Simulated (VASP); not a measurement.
Wanted: the native input for a VASP 6.6.1 run.

```
Task                   : relaxation of cell and atoms
Functional             : RPBE
Dispersion             : D4
Potentials or basis    : VASP PAW PBE potentials, release 64 (Ir)
Cutoff                 : 600 eV
k mesh                 : 12 × 12 × 12
Occupations            : fermi-dirac, width 0.05 eV
Spin                   : no spin polarisation
Dipole correction      : no
Further INCAR settings : ALGO = Normal; EDIFF = 1e-07; IBRION = 2; EDIFFG = -0.02; NSW = 80; ISIF = 3
```

The structure of Ir lies in POSCAR:

```
Ir
1.0
    0.0000000000      1.9156000000      1.9156000000
    1.9156000000      0.0000000000      1.9156000000
    1.9156000000      1.9156000000      0.0000000000
Ir
1
Direct
    0.0000000000      0.0000000000      0.0000000000
```

One way to write it, as run:

INCAR

```
SYSTEM = Ir
PREC = Accurate ; ENCUT = 600
EDIFF = 1E-7 ; ISMEAR = -1
SIGMA = 0.05 ; LREAL = .False.
LASPH = .True. ; NELM = 100
ALGO = Normal ; ISIF = 3
LWAVE = .False. ; LCHARG = .False.
GGA = RP ; IVDW = 13
IBRION = 2 ; NSW = 80
EDIFFG = -0.02
```

KPOINTS

```
regular mesh
0
Gamma
  12 12 12
  0 0 0
```

Potentials or basis: VASP PAW PBE potentials, release 64 (Ir).

Run with:

```console
$ cat potpaw_PBE.64/Ir/POTCAR > POTCAR
$ mpirun -np 1 vasp_std > vasp.out
```

Results of the run:

| Property | Result |
| --- | --- |
| Relaxed volume | 13.97 Å³/atom |
| Relaxed cell | a = 2.703 Å, b = 2.703 Å, c = 2.703 Å, α = 60.00°, β = 60.00°, γ = 60.00° |
| Space group after relaxing (to 0.05 Å) | Fm-3m (No. 225) |
| Energy gained by relaxing | 0.7 meV/atom |
| Ionic steps | 3 |
| Pressure after relaxing | 0.0 GPa |
| Dispersion energy per atom | -1.751 eV |

Caveat: the PAW data sets were made with another functional, which shifts forces and pressure a little; pairwise dispersion overbinds metals, which lowers pressure and volume.

Run time: 28 s on 1 thread of Intel Xeon 6975P-C (shared host), peak memory 0.16 GiB.
